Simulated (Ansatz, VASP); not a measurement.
BN: VASP beside Ansatz

File POSCAR:

```
BN
1.0
    2.4294880297      0.0000000000      0.0000000000
   -1.2147440148      2.1039983519      0.0000000000
    0.0000000000      0.0000000000      4.2077449317
B N
2 2
Direct
    0.6666666667      0.3333333333      0.9997995909
    0.3333333333      0.6666666667      0.4997995909
    0.6666666667      0.3333333333      0.6252004091
    0.3333333333      0.6666666667      0.1252004091
```

Contents of INCAR.step1:

```
SYSTEM = BN
ALGO = Normal
EDIFF = 1E-4
ENCUT = 520
GGA = PE
ISMEAR = 0
LASPH = .TRUE.
LCHARG = .FALSE.
LREAL = .FALSE.
LWAVE = .TRUE.
NBANDS = 16
NELM = 60
PREC = Accurate
SIGMA = 0.05
```

The input INCAR.step2:

```
SYSTEM = BN
ALGO = Normal
EDIFF = 1E-6
ENCUT = 520
ISIF = 2
ISMEAR = 0
ISTART = 1
LASPH = .TRUE.
LCHARG = .FALSE.
LMIXTAU = .TRUE.
LREAL = .FALSE.
LWAVE = .FALSE.
METAGGA = R2SCAN
NBANDS = 16
NELM = 60
PREC = Accurate
SIGMA = 0.05
```

The input KPOINTS:

```
k-points
0
G
  12 12 6
  0 0 0
```

Input for Ansatz:

```yaml
crystal:
  lattice:
    - [2.4294880297, 0.0, 0.0]
    - [-1.2147440148, 2.1039983519, 0.0]
    - [0.0, 0.0, 4.2077449317]
  atoms:
    - { symbol: B, position: [0.6666666667, 0.3333333333, 0.9997995909] }
    - { symbol: B, position: [0.3333333333, 0.6666666667, 0.4997995909] }
    - { symbol: "N", position: [0.6666666667, 0.3333333333, 0.6252004091] }
    - { symbol: "N", position: [0.3333333333, 0.6666666667, 0.1252004091] }
basis:
  ecutwfc: 500
kpoints:
  mp_grid: { grid: [12, 12, 6] }
hamiltonian:
  xc: r2scan
scf:
  occupations: { method: gaussian, width: 0.05 }
output:
  forces: true
  stress: true
  eigenvalues: true
```

Change from the starting cell: strain -0.0450 x Voigt [1, 1, 0, 0, 0, 0], atoms carried along.

Alike in both runs: task single point; functional r2SCAN; k mesh 12 × 12 × 6; occupations gaussian, width 0.05 eV; no spin polarisation.

|  | VASP | Ansatz |
| --- | --- | --- |
| version | VASP 6.6.1 | Ansatz 0.2.0 |
| potentials or method | VASP PAW PBE potentials, release 64 (B, N), cutoff 520 eV | scalar-relativistic, plane waves, PAW |
| valence electrons in the cell | 16 | 16 |

|  | VASP | Ansatz | Ansatz less VASP |
| --- | --- | --- | --- |
| gap on the k mesh at the Fermi level (eV) | 5.37 | 5.41 | +0.041 |
| least direct gap on the mesh (eV) | 8.20 | 8.23 | +0.027 |
| pressure (GPa) | 45.2 | 43.7 | -1.47 |
| traceless stress, the component that is largest in VASP (GPa) | -37.58 | -37.39 | +0.193 |
| rms of the force components (eV/Å) | 0.126 | 0.117 | -0.0091 |

VASP's potentials were made for PBE, not for r2SCAN. Atom by atom the forces differ by 0.009 eV/Å (rms over components). Both programs put the cell under a high pressure, so it lies far from rest at this level. With one functional, cell and mesh, what is left measures potentials, basis and numerics.
